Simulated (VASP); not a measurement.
# MnPtO6 (R-3) in VASP: single point with r2SCAN+U

Aim: the single point of MnPtO6 with r2SCAN+U.

Everything below comes from runs of VASP 6.6.1. Logs are shortened: lines on timing, memory, paths and dates and some standing lists are left out, and cuts for length are marked.

### 1 The cell of the first run

The structure is trigonal, space group R-3 (No. 148). The conventional cell has a = 4.686 Å, b = 4.686 Å, c = 13.002 Å, α = 90.00°, β = 90.00°, γ = 120.00°. Within 2.5 Å of Mn (site symmetry -3) lie 6 O at 1.86 Å. Within 2.4 Å of O (site symmetry 1) lie 1 Pt at 1.81 Å and 1 Mn at 1.86 Å. Within 2.4 Å of Pt (site symmetry -3) lie 6 O at 1.81 Å.

### 2 Single point, r2SCAN+U

Input file POSCAR:

```
MnPtO6
1.0
    4.6856717400      0.0000000000      0.0000000000
   -2.3428358700      4.0579152600      0.0000000000
   -2.3428358700      1.3526387500      4.3340087600
Mn O Pt
1 6 1
Direct
    0.5000000000      0.5000000000      0.5000000000
    0.2420000000      0.1180000000      0.7510000000
    0.8820000000      0.3730000000      0.7510000000
    0.6270000000      0.7580000000      0.7510000000
    0.7580000000      0.8820000000      0.2490000000
    0.1180000000      0.6270000000      0.2490000000
    0.3730000000      0.2420000000      0.2490000000
    0.0000000000      0.0000000000      0.0000000000
```

Input file INCAR.step1:

```
SYSTEM = MnPtO6
ALGO = Normal ; EDIFF = 1E-5
ENCUT = 660 ; GGA = PE
GGA_COMPAT = .False. ; ISMEAR = -1
LASPH = .True. ; LCHARG = .False.
LDAU = .True. ; LDAUJ = 0 0 0
LDAUL = 2 -1 -1 ; LDAUTYPE = 2
LDAUU = 5.1 0 0 ; LMAXMIX = 4
LREAL = .False. ; LWAVE = .True.
NBANDS = 44 ; NELM = 200
PREC = Accurate ; SIGMA = 0.1
```

Input file INCAR.step2:

```
SYSTEM = MnPtO6
ALGO = Normal ; EDIFF = 1E-6
ENCUT = 660 ; GGA_COMPAT = .False.
ISIF = 2 ; ISMEAR = -1
ISTART = 1 ; LASPH = .True.
LCHARG = .False. ; LDAU = .True.
LDAUJ = 0 0 0 ; LDAUL = 2 -1 -1
LDAUPRINT = 1 ; LDAUTYPE = 2
LDAUU = 5.1 0 0 ; LMAXMIX = 4
LMIXTAU = .True. ; LREAL = .False.
LWAVE = .False. ; METAGGA = R2SCAN
NBANDS = 44 ; NELM = 200
PREC = Accurate ; SIGMA = 0.1
```

Input file KPOINTS:

```
k-points
0
Gamma
  5 5 5
  0 0 0
```

Potentials or basis: VASP PAW PBE potentials, release 64 (Mn_sv, O, Pt_sv_GW).

Launch:

```console
> cat potpaw_PBE.64/Mn_sv/POTCAR potpaw_PBE.64/O/POTCAR potpaw_PBE.64/Pt_sv_GW/POTCAR > POTCAR
> cp INCAR.step1 INCAR
> mpirun -np 1 vasp_std > vasp.out
> cp INCAR.step2 INCAR
> mpirun -np 1 vasp_std > vasp.out
```

OUTCAR:

```text
SYSTEM = MnPtO6
   EDIFF = 1E-6
   ENCUT = 660
   ISIF = 2
   ISMEAR = -1
   ISTART = 1
   LASPH = .True.
   LREAL = .False.
   METAGGA = R2SCAN
   NELM = 200
   PREC = Accurate

 ion  position               nearest neighbor table
   1  0.500  0.500  0.500-   3 1.86   6 1.86   5 1.86   2 1.86   4 1.86   7 1.86
   2  0.242  0.118  0.751-   8 1.81   1 1.86
   3  0.882  0.373  0.751-   8 1.81   1 1.86
   4  0.627  0.758  0.751-   8 1.81   1 1.86
   5  0.758  0.882  0.249-   8 1.81   1 1.86
   6  0.118  0.627  0.249-   8 1.81   1 1.86
   7  0.373  0.242  0.249-   8 1.81   1 1.86
   8  0.000  0.000  0.000-   2 1.81   5 1.81   3 1.81   6 1.81   4 1.81   7 1.81

  LATTYP: Found a trigonal (rhomboedric) cell.
 ALAT       =     5.1090266125
 COS(alpha) =     0.5794300910

  Lattice vectors:

 A1 = (   0.0000000000,  -2.7052765100,   4.3340087600)
 A2 = (   2.3428358700,   1.3526387500,   4.3340087600)
 A3 = (  -2.3428358700,   1.3526387500,   4.3340087600)

Analysis of symmetry for initial positions (statically):
=====================================================================
 Subroutine PRICEL returns:
 Original cell was already a primitive cell.

 Routine SETGRP: Setting up the symmetry group for a
 trigonal (rhombohedral) supercell.

 Subroutine GETGRP returns: Found  6 space group operations
 (whereof  6 operations were pure point group operations)
 out of a pool of 12 trial point group operations.

The static configuration has the point symmetry S_6 .

Analysis of symmetry for dynamics (positions and initial velocities):
=====================================================================
 Subroutine PRICEL returns:
 Original cell was already a primitive cell.

 Routine SETGRP: Setting up the symmetry group for a
[... 167 lines left out ...]
 -0.0000  0.1318  0.0000 -0.2007  0.4918

spin component  2

  0.4918  0.2007 -0.0000  0.1318 -0.0000
  0.2007  0.5216  0.0000 -0.0000  0.1318
 -0.0000  0.0000  0.1904 -0.0000  0.0000
  0.1318 -0.0000 -0.0000  0.5216 -0.2007
 -0.0000  0.1318  0.0000 -0.2007  0.4918

 occupancies and eigenvectors

  o =  0.1904  v = -0.0000 -0.0000 -1.0000  0.0000  0.0000  0.0000  0.0000  0.0000  0.0000  0.0000      0.0000  0.0000  0.0000  0.0000  0.0000  0.0000  0.0000  0.0000  0.0000  0.0000
  o =  0.1904  v =  0.0000  0.0000  0.0000  0.0000  0.0000 -0.0000 -0.0000 -1.0000  0.0000  0.0000      0.0000  0.0000  0.0000  0.0000  0.0000  0.0000  0.0000  0.0000  0.0000  0.0000
  o =  0.2662  v =  0.4335 -0.0385 -0.0000 -0.6838 -0.5856  0.0000  0.0000  0.0000  0.0000  0.0000      0.0000  0.0000  0.0000  0.0000  0.0000  0.0000  0.0000  0.0000  0.0000  0.0000
  o =  0.2662  v =  0.0000  0.0000  0.0000  0.0000  0.0000  0.4335 -0.0385 -0.0000 -0.6838 -0.5856      0.0000  0.0000  0.0000  0.0000  0.0000  0.0000  0.0000  0.0000  0.0000  0.0000
  o =  0.2662  v =  0.0000  0.0000  0.0000  0.0000  0.0000  0.5856 -0.6838  0.0000  0.0385  0.4335      0.0000  0.0000  0.0000  0.0000  0.0000  0.0000  0.0000  0.0000  0.0000  0.0000
  o =  0.2662  v =  0.5856 -0.6838  0.0000  0.0385  0.4335  0.0000  0.0000  0.0000  0.0000  0.0000      0.0000  0.0000  0.0000  0.0000  0.0000  0.0000  0.0000  0.0000  0.0000  0.0000
  o =  0.7473  v =  0.0000  0.0000  0.0000  0.0000  0.0000  0.3422 -0.0421 -0.0000  0.7274 -0.5933      0.0000  0.0000  0.0000  0.0000  0.0000  0.0000  0.0000  0.0000  0.0000  0.0000
  o =  0.7473  v =  0.3422 -0.0421 -0.0000  0.7274 -0.5933  0.0000  0.0000  0.0000  0.0000  0.0000      0.0000  0.0000  0.0000  0.0000  0.0000  0.0000  0.0000  0.0000  0.0000  0.0000
  o =  0.7473  v =  0.0000  0.0000  0.0000  0.0000  0.0000 -0.5933 -0.7274 -0.0000 -0.0421 -0.3422      0.0000  0.0000  0.0000  0.0000  0.0000  0.0000  0.0000  0.0000  0.0000  0.0000
  o =  0.7473  v = -0.5933 -0.7274 -0.0000 -0.0421 -0.3422  0.0000  0.0000  0.0000  0.0000  0.0000      0.0000  0.0000  0.0000  0.0000  0.0000  0.0000  0.0000  0.0000  0.0000  0.0000

 number of electron      69.0000004 magnetization

 Free energy of the ion-electron system (eV)
  ---------------------------------------------------
  ext. energy  EPLUGINS =         0.00000000
  ---------------------------------------------------
  free energy    TOTEN  =       -98.98872024 eV

  energy without entropy =      -98.79344108  energy(sigma->0) =      -98.89108066

 E-fermi :   3.5742     XC(G=0): -12.1640

 val. band max:        3.5486008965   @ k =   0.4000   0.0000  -0.0000
 cond. band min:       3.5946338642   @ k =   0.2000   0.4000   0.2000
 fundamental gap:      0.0460329676
 Fermi energy:         3.5741791665

 k-point     1 :       0.0000    0.0000    0.0000
  band No.  band energies     occupation
      1    -100.9363      2.00000
      2     -79.4785      2.00000
      3     -54.4610      2.00000
      4     -54.3264      2.00000
      5     -54.3263      2.00000
      6     -47.3484      2.00000
[... 1070 lines left out ...]
     43      15.8322      0.00000
     44      16.6831      0.00000

------------------------ aborting loop because EDIFF is reached ----------------------------------------

  FORCE on cell =-STRESS in cart. coord.  units (eV):
  Direction    XX          YY          ZZ          XY          YZ          ZX
  --------------------------------------------------------------------------------------
  -------------------------------------------------------------------------------------
  Total        9.8209823      9.8210041      4.8964705     -0.0000038      0.0000004     -0.0000000
  in kB      190.9417479    190.9421713     95.1982800     -0.0000738      0.0000072     -0.0000000
  external PRESSURE =     159.0273997 kB  Pullay stress =       0.0000000 kB

 VOLUME and BASIS-vectors are now :
 -----------------------------------------------------------------------------
  energy-cutoff  :      660.00
  volume of cell :       82.41
      direct lattice vectors                 reciprocal lattice vectors
     4.685671740  0.000000000  0.000000000     0.213416572  0.123215979  0.076911080
    -2.342835870  4.057915260  0.000000000     0.000000000  0.246431957 -0.076911108
    -2.342835870  1.352638750  4.334008760     0.000000000  0.000000000  0.230733267

 POSITION                                       TOTAL-FORCE (eV/Angst)
 -----------------------------------------------------------------------------------
      0.00000      2.70528      2.16700        -0.000000     -0.000000     -0.000000
     -0.90199      1.49467      3.25484         2.890083      0.117195     -1.678863
      1.49941      2.52943      3.25484        -1.546535      2.444290     -1.678863
     -0.59742      4.09173      3.25484        -1.343547     -2.561486     -1.678863
      0.90199      3.91589      1.07917        -2.890083     -0.117195      1.678863
     -1.49941      2.88112      1.07917         1.546535     -2.444290      1.678863
      0.59742      1.31882      1.07917         1.343547      2.561486      1.678863
      0.00000      0.00000      0.00000        -0.000000     -0.000000     -0.000000
 -----------------------------------------------------------------------------------
    total drift:                               -0.000000      0.000000      0.000000

  FREE ENERGIE OF THE ION-ELECTRON SYSTEM (eV)
  ---------------------------------------------------
  free  energy   TOTEN  =       -98.9887202423 eV

  energy  without entropy=      -98.7934410805  energy(sigma->0) =      -98.89108066
```

OUTCAR.step1:

```text
SYSTEM = MnPtO6
   EDIFF = 1E-5
   ENCUT = 660
   GGA = PE
   ISMEAR = -1
   LASPH = .True.
[... 1325 lines left out ...]
     -1.49941      2.88112      1.07917         1.892789     -2.744541      2.089266
      0.59742      1.31882      1.07917         1.430445      3.011476      2.089266
      0.00000      0.00000      0.00000         0.000000      0.000000     -0.000000
 -----------------------------------------------------------------------------------
    total drift:                               -0.000000      0.000000      0.000000

  FREE ENERGIE OF THE ION-ELECTRON SYSTEM (eV)
  ---------------------------------------------------
  free  energy   TOTEN  =       -41.4600212187 eV

  energy  without entropy=      -41.2465684421  energy(sigma->0) =      -41.35329483
```

OSZICAR.step1:

```text
N       E                     dE             d eps       ncg     rms          rms(c)
DAV:   1     0.109184874092E+04    0.10918E+04   -0.45360E+04  2196   0.298E+03
DAV:   2     0.400412396206E+02   -0.10518E+04   -0.10102E+04  2220   0.702E+02
DAV:   3    -0.643833647043E+02   -0.10442E+03   -0.10130E+03  2584   0.227E+02
DAV:   4    -0.708357208269E+02   -0.64524E+01   -0.63931E+01  3400   0.497E+01
[... 15 lines left out ...]
DAV:  20    -0.414592338696E+02   -0.47539E-02   -0.68090E-02  3024   0.128E+00    0.888E-01
DAV:  21    -0.414602279666E+02   -0.99410E-03   -0.23084E-03  2948   0.408E-01    0.616E-01
DAV:  22    -0.414600264481E+02    0.20152E-03   -0.10477E-03  3168   0.257E-01    0.294E-01
DAV:  23    -0.414600215086E+02    0.49395E-05   -0.17617E-04  2616   0.689E-02    0.249E-01
DAV:  24    -0.414600212187E+02    0.28991E-06   -0.77236E-05  1448   0.465E-02
   1 F= -.41460021E+02 E0= -.41353295E+02  d E =-.213453E+00
```

Wall time 6.9 min (1 thread of Intel Xeon 6975P-C (Granite Rapids), shared host); peak memory 0.36 GiB.

What came out:

```yaml
Free_energy: -98.9887 eV
Pressure: 15.9 GPa
Largest_force: 3.344 eV/Å
Band_gap_on_the_k_mesh: zero (an odd number of electrons rules out a gap without spin polarisation)
```

Forces on the atoms (eV/Å):
```
Mn   0.000  0.000  0.000
O    2.890  0.117 -1.679
O   -1.547  2.444 -1.679
O   -1.344 -2.561 -1.679
O   -2.890 -0.117  1.679
O    1.547 -2.444  1.679
O    1.344  2.561  1.679
Pt   0.000  0.000  0.000
```

Stress tensor (GPa, compression positive):
```
19.09  0.00  0.00
 0.00 19.09  0.00
 0.00  0.00  9.52
```

Eigenvalues of the final occupation matrices:
```csv
site,spin,trace,eigenvalues
site 1 d,1,2.22,0.19 0.27 0.27 0.75 0.75
site 1 d,2,2.22,0.19 0.27 0.27 0.75 0.75
```

Caveat: the cell stands under pressure; the PAW data sets were made with another functional, which shifts forces and pressure a little; spin-orbit coupling is left out, which moves the levels of the heavy elements; an odd number of electrons without spin polarisation forces a metal; a magnetic or distorted state may lie lower; the run has no spin polarisation, though such a crystal can be magnetic; U without spin polarisation on a metal has little footing.
